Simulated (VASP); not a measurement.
**TiO2: single point with r2SCAN**

Crystal: TiO2.

```
CELL_PARAMETERS angstrom
2.67116 -2.67124 -0.02014
2.67116 2.67124 -0.02014
-2.63530 0.00000 4.81202
ATOMIC_POSITIONS crystal
Ti 0.12499 0.87501 0.25000
Ti 0.87501 0.12499 0.75000
O 0.33228 0.08225 0.66454
O 0.66772 0.91775 0.33546
O 0.91775 0.66772 0.83546
O 0.08225 0.33228 0.16454
```

| Property | Result |
| --- | --- |
| Program | VASP 6.6.1 |
| Task | single point |
| Functional | r2SCAN |
| Potentials or basis | VASP PAW PBE potentials, release 64 (Ti_sv, O) |
| Cutoff | 520 eV |
| k mesh | 8 × 8 × 6 |
| Occupations | gaussian, width 0.02 eV |
| Spin | no spin polarisation |

* Pressure: 1.2 GPa
* Largest force: 0.026 eV/Å
* Band gap on the k mesh: 2.59 eV (least direct gap 2.90 eV)

Forces in eV/Å, atoms in the order of the input:
```
Ti   0.000 -0.001  0.000
Ti   0.000  0.001  0.000
O    0.000  0.001  0.026
O    0.000 -0.001 -0.026
O    0.000  0.001 -0.026
O    0.000 -0.001  0.026
```

Stress tensor (GPa, compression positive):
```
1.31 0.00 0.00
0.00 1.30 0.00
0.00 0.00 1.10
```

Levels at points of the mesh, in eV from the valence-band top:
```tsv
k point	band 21	band 22	band 23	band 24	band 25	band 26	band 27	band 28
(0.00, 0.00, 0.00)	-0.76	-0.76	-0.44	-0.44	2.59	3.31	4.50	4.50
(0.50, 0.00, 0.00)	-1.92	-0.93	-0.84	-0.65	3.72	3.99	4.04	4.09
(0.50, 0.50, 0.00)	-2.05	-2.05	-0.01	-0.01	3.77	3.77	4.24	4.24
(0.00, 0.00, 0.50)	-1.26	-1.26	-0.09	-0.09	2.94	2.94	4.26	4.26
(0.50, 0.00, 0.50)	-1.92	-0.93	-0.84	-0.65	3.72	3.99	4.04	4.09
(0.50, 0.50, 0.50)	-2.05	-2.05	-0.01	-0.01	3.77	3.77	4.24	4.24
```

Wall time 20 min on 1 thread of Oxide Virtual Turin-like Processor (shared host), peak memory 0.29 GiB.

Caveat: the PAW data sets were made with another functional, which shifts forces and pressure a little. A k mesh can miss the band edges.
